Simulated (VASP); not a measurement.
Crystal: Au.

```
Au
1.0
    -1.65727    1.65727    1.65727
     1.65727   -1.65727    1.65727
     1.65727    1.65727   -1.65727
Au
1
Direct
  0.00000 0.00000 0.00000
```

* Program: VASP 6.6.1
* Task: relaxation of cell and atoms
* Functional: PBEsol
* Dispersion: D4
* Potentials or basis: VASP PAW PBE potentials, release 64 (Au)
* Cutoff: 600 eV
* k mesh: 11 × 11 × 11
* Occupations: fermi-dirac, width 0.05 eV
* Spin: no spin polarisation

At the start: pressure -12.1 GPa; volume 18.21 Å³/atom.

Problem. Where does the relaxation end?

Solution. Over 7 steps the energy falls by 61.0 meV/atom and the volume is 16.73 Å³/atom (-8.1 %); space group Im-3m (No. 229, to 0.05 Å).

The path:
| step | energy change (eV) | largest force (eV/Å) | pressure (GPa) | volume (Å³) |
| --- | --- | --- | --- | --- |
| 1 | 0.0000 | 0.0000 | -12.07 | 18.21 |
| 2 | 0.1045 | 0.0000 | 31.79 | 14.83 |
| 3 | -0.0609 | 0.0000 | -0.50 | 16.78 |
| 4 | -0.0610 | 0.0000 | -0.12 | 16.75 |
| 5 | -0.0610 | 0.0000 | 0.19 | 16.72 |
| 6 | -0.0610 | 0.0000 | -0.27 | 16.76 |
| 7 | -0.0610 | 0.0000 | 0.03 | 16.73 |

Final structure:
```
Au
1.0
    -1.61133    1.61133    1.61133
     1.61133   -1.61133    1.61133
     1.61133    1.61133   -1.61133
Au
1
Direct
  0.00000 0.00000 0.00000
```

Caveat: the PAW data sets were made with another functional, which shifts forces and pressure a little; pairwise dispersion overbinds metals, which lowers pressure and volume.
